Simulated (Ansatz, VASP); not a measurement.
**One calculation of ZnSe, two programs**

```xyz
2
Lattice="0.0000 2.9174 2.7299 2.9174 0.0000 2.7299 2.9174 2.9174 0.0000" Properties=species:S:1:pos:R:3 pbc="T T T"
Zn    0.0000    0.0000    0.0000
Se    1.4587    1.4587    1.3649
```

Change from the starting cell: epitaxial_xy strain +3.0%.

Alike in both runs: task single point; functional r2SCAN; k mesh 8 × 8 × 8; occupations fermi-dirac, width 0.02 eV; non-collinear spin, spin-orbit coupling.

|  | VASP | Ansatz |
| --- | --- | --- |
| version | VASP 6.6.1 | Ansatz 0.2.0 |
| potentials or method | VASP PAW PBE potentials, release 64 (Zn, Se) | plane waves, PAW |
| plane-wave cutoff (eV) | 520 | 500 |
| valence electrons in the cell | 18 | 28 |

|  | VASP | Ansatz | Ansatz less VASP |
| --- | --- | --- | --- |
| pressure (GPa) | -1.3 | -1.4 | -0.14 |
| traceless stress, the component that is largest in VASP (GPa) | 1.47 | 1.47 | +0.005 |

VASP's potentials were made for PBE, not for r2SCAN. VASP's potentials hold 18 valence electrons a cell and Ansatz's 28, so a difference there can come from the potentials and not from the codes.
